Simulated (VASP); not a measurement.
Set up this calculation in VASP 6.6.1, as the native input.

```yaml
Task: single point
Functional: r2SCAN
Potentials_or_basis: VASP PAW PBE potentials, release 64 (Cd, Se)
Cutoff: 520 eV
k_mesh: 12 × 12 × 12
Occupations: fermi-dirac, width 0.05 eV
Spin: no spin polarisation
Dipole_correction: no
Further_INCAR_settings: ALGO = Normal; EDIFF = 1e-07; NBANDS = 16
```

Crystal: CdSe (rocksalt type).

```
CELL_PARAMETERS angstrom
0.00000 2.84275 2.84275
2.84275 0.00000 2.84275
2.84275 2.84275 0.00000
ATOMIC_POSITIONS crystal
Cd 0.00000 0.00000 0.00000
Se 0.50000 0.50000 0.50000
```

The input as run:

POSCAR

```
CdSe
1.0
    0.0000000000      2.8427450661      2.8427450661
    2.8427450661      0.0000000000      2.8427450661
    2.8427450661      2.8427450661      0.0000000000
Cd Se
1 1
Direct
    0.0000000000      0.0000000000      0.0000000000
    0.5000000000      0.5000000000      0.5000000000
```

INCAR.step1

```
SYSTEM = CdSe
PREC = Accurate ; ENCUT = 520
ISMEAR = -1 ; SIGMA = 0.05
LREAL = .FALSE. ; LASPH = .TRUE.
NELM = 80 ; NBANDS = 16
GGA = PE ; ALGO = Normal
EDIFF = 1E-4 ; LWAVE = .TRUE.
LCHARG = .FALSE.
```

INCAR.step2

```
SYSTEM = CdSe
PREC = Accurate ; ENCUT = 520
EDIFF = 1E-7 ; ISMEAR = -1
SIGMA = 0.05 ; LREAL = .FALSE.
LASPH = .TRUE. ; NELM = 80
ALGO = Normal ; ISIF = 2
LWAVE = .FALSE. ; LCHARG = .FALSE.
METAGGA = R2SCAN ; LMIXTAU = .TRUE.
NBANDS = 16 ; ISTART = 1
```

KPOINTS

```
regular mesh
0
G
  12 12 12
  0 0 0
```

Potentials or basis: VASP PAW PBE potentials, release 64 (Cd, Se).

Command:

```console
$ cat potpaw_PBE.64/Cd/POTCAR potpaw_PBE.64/Se/POTCAR > POTCAR
$ cp INCAR.step1 INCAR
$ mpirun -np 1 vasp_std > vasp.out
$ cp INCAR.step2 INCAR
$ mpirun -np 1 vasp_std > vasp.out
```

It gave:

```json
{"Pressure": "0.4 GPa"}
```

Caveat: the PAW data sets were made with another functional, which shifts forces and pressure a little.

It took 3 min on 1 thread of Intel(R) Xeon(R) Platinum 8488C (Sapphire Rapids) (shared host), peak memory 0.2 GiB.
